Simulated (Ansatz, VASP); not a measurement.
**BaHf3H2 in VASP and in Ansatz**

```
CELL_PARAMETERS angstrom
-2.46344 2.46344 4.43768
2.46344 -2.46344 4.43768
2.46344 2.46344 -4.43768
ATOMIC_POSITIONS crystal
Ba 0.00000 0.00000 0.00000
Hf 0.75000 0.25000 0.50000
Hf 0.25000 0.75000 0.50000
Hf 0.50000 0.50000 0.00000
H 0.50000 0.00000 0.50000
H 0.00000 0.50000 0.50000
```

Alike in both runs: functional PBE; k mesh 6 × 6 × 6; occupations gaussian, width 0.1 eV; no spin polarisation.

Ansatz relaxed the structure, and its values are those at the end. VASP's run is a single point on that final structure, the one shown.

|  | VASP | Ansatz |
| --- | --- | --- |
| version | VASP 6.6.1 | Ansatz 0.2.0 |
| potentials or method | VASP PAW PBE potentials, release 64 (Ba_sv, Hf_pv, H), cutoff 520 eV | scalar-relativistic, plane waves, PAW |
| valence electrons in the cell | 42 | 90 |

VASP gave:

| Item | Value |
| --- | --- |
| gap on the k mesh at the Fermi level (eV) | none |
| pressure (GPa) | 0.5 |

**Question.** Which values does Ansatz return?

**Answer.** gap on the k mesh at the Fermi level (eV): none; pressure (GPa): -0.1.

A gap of «none» marks a metal or a gap that the smearing closes. VASP's potentials hold 42 valence electrons a cell and Ansatz's 90, so a difference there can come from the potentials and not from the codes.

Spin-orbit coupling is off throughout.
